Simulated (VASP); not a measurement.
# Co (P6_3/mmc) in VASP: single point with PBE

Aim: the single point of Co with PBE.

Everything below comes from runs of VASP 6.6.1. Logs are shortened: lines on timing, memory, paths and dates and some standing lists are left out, and cuts for length are marked.

## Step 1: The cell of the first run

The structure is hexagonal, space group P6_3/mmc (No. 194). The conventional cell has a = 2.493 Å, b = 2.493 Å, c = 4.032 Å, α = 90.00°, β = 90.00°, γ = 120.00°. Within 3.3 Å of Co (site symmetry -6m2) lie 12 Co at 2.48 to 2.49 Å.

## Step 2: Single point, PBE, collinear spin, ferromagnetic start

INCAR reads:

```
  PREC = Accurate
  ENCUT = 520
  EDIFF = 1E-6
  ISMEAR = 0
  SIGMA = 0.1
  LREAL = F
  LASPH = T
  NELM = 150
  ALGO = Fast
  ISIF = 2
  LWAVE = F
  LCHARG = F
  ISPIN = 2
  MAGMOM = 1.86 1.86
  LORBIT = 11
  LMAXMIX = 4
  GGA = PE
  NBANDS = 20
```

KPOINTS reads:

```
Automatic mesh
0
Gamma
  21 21 10
```

POSCAR reads:

```
Co
1.0
    2.4933178294      0.0000000000      0.0000000000
   -1.2466589147      2.1592765800      0.0000000000
    0.0000000000      0.0000000000      4.0322599683
Co
2
Direct
    0.3333333333      0.6666666667      0.2500000000
    0.6666666667      0.3333333333      0.7500000000
```

Potentials or basis: VASP PAW PBE potentials, release 64 (Co).

Command:

```console
> cat potpaw_PBE.64/Co/POTCAR > POTCAR
> mpirun -np 1 vasp_std > vasp.out
```

OUTCAR:

```text
PREC = Accurate
   ENCUT = 520
   EDIFF = 1E-6
   ISMEAR = 0
   LREAL = F
   LASPH = T
   NELM = 150
   ISIF = 2
   ISPIN = 2
   LORBIT = 11
   GGA = PE

 ion  position               nearest neighbor table
   1  0.333  0.667  0.250-   2 2.48   2 2.48   2 2.48   2 2.48   2 2.48   2 2.48
   2  0.667  0.333  0.750-   1 2.48   1 2.48   1 2.48   1 2.48   1 2.48   1 2.48

  LATTYP: Found a hexagonal cell.
 ALAT       =     2.4933178294
 C/A-ratio  =     1.6172266210

  Lattice vectors:

 A1 = (   2.4933178294,   0.0000000000,   0.0000000000)
 A2 = (  -1.2466589147,   2.1592765800,   0.0000000000)
 A3 = (   0.0000000000,   0.0000000000,   4.0322599683)

Analysis of symmetry for initial positions (statically):
=====================================================================
 Subroutine PRICEL returns:
 Original cell was already a primitive cell.

 Routine SETGRP: Setting up the symmetry group for a
 hexagonal supercell.

 Subroutine GETGRP returns: Found 24 space group operations
 (whereof 12 operations were pure point group operations)
 out of a pool of 24 trial point group operations.

The static configuration has the point symmetry D_3d.
 The point group associated with its full space group is D_6h.

Analysis of symmetry for dynamics (positions and initial velocities):
=====================================================================
 Subroutine PRICEL returns:
 Original cell was already a primitive cell.

 Routine SETGRP: Setting up the symmetry group for a
 hexagonal supercell.

 Subroutine GETGRP returns: Found 24 space group operations
 (whereof 12 operations were pure point group operations)
 out of a pool of 24 trial point group operations.

The dynamic configuration has the point symmetry D_3d.
 The point group associated with its full space group is D_6h.

Analysis of structural, dynamic, and magnetic symmetry:
=====================================================================
 Subroutine PRICEL returns:
 Original cell was already a primitive cell.

 Routine SETGRP: Setting up the symmetry group for a
 hexagonal supercell.

 Subroutine GETGRP returns: Found 24 space group operations
 (whereof 12 operations were pure point group operations)
 out of a pool of 24 trial point group operations.

The overall configuration has the point symmetry D_3d.
 The point group associated with its full space group is D_6h.

 Subroutine INISYM returns: Found 24 space group operations
 (whereof 12 operations are pure point group operations),
[... 112 lines left out ...]
   EFERMI_NEDOS =   21; number of points for ismear=-14 and -15
   IALGO  =     68    algorithm
   IMIX   =      4    mixing-type and parameters
     AMIX     =   0.40;   BMIX     =  1.00
     AMIX_MAG =   1.60;   BMIX_MAG =  1.00
  volume/ion in A,a.u.               =      10.85        73.25
  Fermi-wavevector in a.u.,A,eV,Ry     =   1.537992  2.906384 32.183501  2.365421
  Thomas-Fermi vector in A             =   2.644423
   LORBIT       =     11    0 simple, 1 ext, 2 COOP (PROOUT), +10 PAW based schemes
   GGA     = PE    functional components
   LHFCALC =     F    Hartree Fock is set to
   AEXX    =    0.0000 exact exchange contribution
   IVDW    =     0    specifies the selected vdW correction
   LEPSILON=     F    determine dielectric tensor
   LRPA    =     F    only Hartree local field effects (RPA)
 spin polarized calculation
 RMM-DIIS sequential band-by-band and
 Gauss-broadening in eV      SIGMA  =   0.10
  energy-cutoff  :      520.00
  volume of cell :       21.71
 maximum number of plane-waves:       602
 NGX is ok and might be reduce to    20
   NGX =  9   NGY =  9   NGZ = 15

 number of electron      17.9999997 magnetization       3.2051933

 Free energy of the ion-electron system (eV)
  ---------------------------------------------------
  ext. energy  EPLUGINS =         0.00000000
  ---------------------------------------------------
  free energy    TOTEN  =       -14.07433324 eV

  energy without entropy =      -14.06508752  energy(sigma->0) =      -14.06971038

 E-fermi :  10.2411     XC(G=0): -13.4015

 val. band max:       10.2374429070   @ k =   0.2381   0.0952   0.4000
 cond. band min:      10.2435167009   @ k =   0.3810   0.1905   0.5000
 fundamental gap:      0.0060737940
 Fermi energy:        10.2410594516

 spin component 1

 k-point     1 :       0.0000    0.0000    0.0000
  band No.  band energies     occupation
      1       1.3471      1.00000
      2       5.1248      1.00000
      3       7.6395      1.00000
      4       7.6607      1.00000
      5       7.6607      1.00000
      6       7.9717      1.00000
[... 541 lines left out ...]
     19      35.2703      0.00000
     20      36.3045      0.00000

 [... further k-points ...]

 spin component 2

 k-point     1 :       0.0000    0.0000    0.0000
  band No.  band energies     occupation
      1       1.3366      1.00000
      2       6.0618      1.00000
      3       9.2648      1.00000
      4       9.2908      1.00000
      5       9.2908      1.00000
      6       9.6554      1.00000
[... 541 lines left out ...]
     19      35.4780      0.00000
     20      36.7254      0.00000

 [... further k-points ...]
[... 5 lines left out ...]
  --------------------------------------------------------------------------------------
  -------------------------------------------------------------------------------------
  Total       -0.0864006     -0.0864006     -0.1053287     -0.0000000     -0.0000000     -0.0000000
  in kB       -6.3766555     -6.3766555     -7.7736147     -0.0000000     -0.0000000     -0.0000000
  external PRESSURE =      -6.8423086 kB  Pullay stress =       0.0000000 kB

 VOLUME and BASIS-vectors are now :
 -----------------------------------------------------------------------------
  energy-cutoff  :      520.00
  volume of cell :       21.71
      direct lattice vectors                 reciprocal lattice vectors
     2.493317829  0.000000000  0.000000000     0.401072013  0.231559034  0.000000000
    -1.246658915  2.159276580  0.000000000     0.000000000  0.463118069  0.000000000
     0.000000000  0.000000000  4.032259968     0.000000000  0.000000000  0.247999883

 POSITION                                       TOTAL-FORCE (eV/Angst)
 -----------------------------------------------------------------------------------
     -0.00000      1.43952      1.00806        -0.000000      0.000000      0.000000
      1.24666      0.71976      3.02419         0.000000      0.000000      0.000000
 -----------------------------------------------------------------------------------
    total drift:                               -0.000000      0.000000     -0.000000

  FREE ENERGIE OF THE ION-ELECTRON SYSTEM (eV)
  ---------------------------------------------------
  free  energy   TOTEN  =       -14.0743332422 eV

  energy  without entropy=      -14.0650875224  energy(sigma->0) =      -14.06971038

 total charge

# of ion       s       p       d       tot
------------------------------------------
    1        0.488   0.521   7.262   8.272
    2        0.488   0.521   7.262   8.272
--------------------------------------------------
tot          0.977   1.042  14.525  16.544

 magnetization (x)

# of ion       s       p       d       tot
------------------------------------------
    1       -0.015  -0.055   1.694   1.623
    2       -0.015  -0.055   1.694   1.623
--------------------------------------------------
tot         -0.030  -0.110   3.387   3.247
```

OSZICAR:

```text
N       E                     dE             d eps       ncg     rms          rms(c)
DAV:   1     0.849557096189E+02    0.84956E+02   -0.79088E+03 24320   0.119E+03
DAV:   2    -0.115699085475E+02   -0.96526E+02   -0.86845E+02 23368   0.216E+02
DAV:   3    -0.161024374279E+02   -0.45325E+01   -0.43360E+01 26124   0.565E+01
DAV:   4    -0.161718139049E+02   -0.69376E-01   -0.69316E-01 28192   0.619E+00
DAV:   5    -0.161738884503E+02   -0.20745E-02   -0.20744E-02 26876   0.102E+00    0.149E+01
RMM:   6    -0.145054466559E+02    0.16684E+01   -0.72197E+00 27462   0.287E+01    0.747E+00
RMM:   7    -0.141213207363E+02    0.38413E+00   -0.81447E-01 27173   0.102E+01    0.420E+00
RMM:   8    -0.140884859055E+02    0.32835E-01   -0.24047E-02 31070   0.101E+00    0.176E+00
RMM:   9    -0.140747587265E+02    0.13727E-01   -0.80918E-03 32965   0.497E-01    0.455E-01
RMM:  10    -0.140743065847E+02    0.45214E-03   -0.14916E-03 30511   0.339E-01    0.135E-01
RMM:  11    -0.140743239121E+02   -0.17327E-04   -0.59447E-04 35714   0.142E-01    0.562E-02
RMM:  12    -0.140743367117E+02   -0.12800E-04   -0.86215E-05 34405   0.546E-02    0.386E-02
RMM:  13    -0.140743370918E+02   -0.38005E-06   -0.16151E-05 31053   0.418E-02    0.173E-02
RMM:  14    -0.140743335041E+02    0.35877E-05   -0.76283E-06 31704   0.220E-02    0.436E-03
RMM:  15    -0.140743332422E+02    0.26189E-06   -0.32781E-06 22702   0.944E-03
   1 F= -.14074333E+02 E0= -.14069710E+02  d E =-.924572E-02  mag=     3.2052
```

Run time: 8.3 min. Hardware: 1 thread of Oxide Virtual Turin-like, shared host; peak memory 0.24 GiB.

Results:

| Property | Result |
| --- | --- |
| Free energy | -14.0743 eV |
| Pressure | -0.7 GPa |
| Net moment | 3.21 μB per cell |
| Site moments | Co +1.62 μB |
| Valence electrons inside the program's atomic spheres | Co 8.27 |

Stress tensor (GPa, compression positive):
```
-0.64  0.00  0.00
 0.00 -0.64  0.00
 0.00  0.00 -0.78
```
